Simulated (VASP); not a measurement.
A run of VASP 6.6.1 is set up as follows.

Contents of INCAR:

```
SYSTEM = TiO2
  PREC = Accurate
  ENCUT = 600
  EDIFF = 1E-6
  ISMEAR = -1
  SIGMA = 0.025851999786435532
  LREAL = .FALSE.
  LASPH = .TRUE.
  NELM = 120
  ALGO = Normal
  ISIF = 2
  LWAVE = .FALSE.
  LCHARG = .FALSE.
  GGA = PE
  NBANDS = 19
  GGA_COMPAT = .FALSE.
```

Contents of KPOINTS:

```
Automatic mesh
0
G
  3 3 3
  0 0 0
```

POSCAR

```
TiO2
1.0
    1.4973312015      0.8644845722      6.9815443949
   -1.4973312015      0.8644845722      6.9815443949
    0.0000000000     -1.7289691445      6.9815443949
Ti O
1 2
Direct
    0.0096396554      0.0096396554     -0.0192793107
    0.6204670000      0.6204670000      0.6204670000
    0.3795330000      0.3795330000      0.3795330000
```

Potentials or basis: VASP PAW PBE potentials, release 64 (Ti_sv, O).

The run is started by

```bash
$ cat potpaw_PBE.64/Ti_sv/POTCAR potpaw_PBE.64/O/POTCAR > POTCAR
$ mpirun -np 1 vasp_std > vasp.out
```

Task: What does it give for the pressure?

Result: -0.1 GPa.

Task: What does it give for the largest force?

Result: 0.102 eV/Å.

Task: Predict the band gap on the k mesh.

Result: 2.88 eV, indirect (the least direct gap lies 1.6 meV higher).

Forces on the atoms (eV/Å):
```
Ti   0.000  0.102 -0.005
O    0.000 -0.071  0.056
O    0.000 -0.031 -0.052
```

Caveat: the k points lie up to 0.81 Å⁻¹ apart. PBE gaps usually lie below the measured ones, often by a third to a half.
